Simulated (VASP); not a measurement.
Input of a VASP 6.6.1 run:

The input INCAR:

```
SYSTEM = InAs
ALGO = Normal
EDIFF = 1E-6
ENCUT = 520
GGA = PE
ISIF = 2
ISMEAR = -1
LASPH = .True.
LCHARG = .False.
LREAL = .False.
LWAVE = .False.
NBANDS = 16
NELM = 100
PREC = Accurate
SIGMA = 0.05
```

The input KPOINTS:

```
k-points
0
Gamma
  13 13 13
  0 0 0
```

POSCAR

```
InAs
1.0
    0.0000000000      3.0290000000      3.0290000000
    3.0290000000      0.0000000000      3.0290000000
    3.0290000000      3.0290000000      0.0000000000
In As
1 1
Direct
    0.0000000000      0.0000000000      0.0000000000
    0.2500000000      0.2500000000      0.2500000000
```

Potentials or basis: VASP PAW PBE potentials, release 64 (In_d, As).

Command:

```sh
$ cat potpaw_PBE.64/In_d/POTCAR potpaw_PBE.64/As/POTCAR > POTCAR
$ mpirun -np 1 vasp_std > vasp.out
```

Task: Estimate the band gap on the k mesh.

Result: Zero (filled and empty bands touch).

Task: What does it give for the pressure?

Result: 3.6 GPa.

Caveat: the cell stands under pressure; semilocal functionals underestimate gaps, so a narrow gap can read as zero; spin-orbit coupling is left out, which moves the levels of the heavy elements.
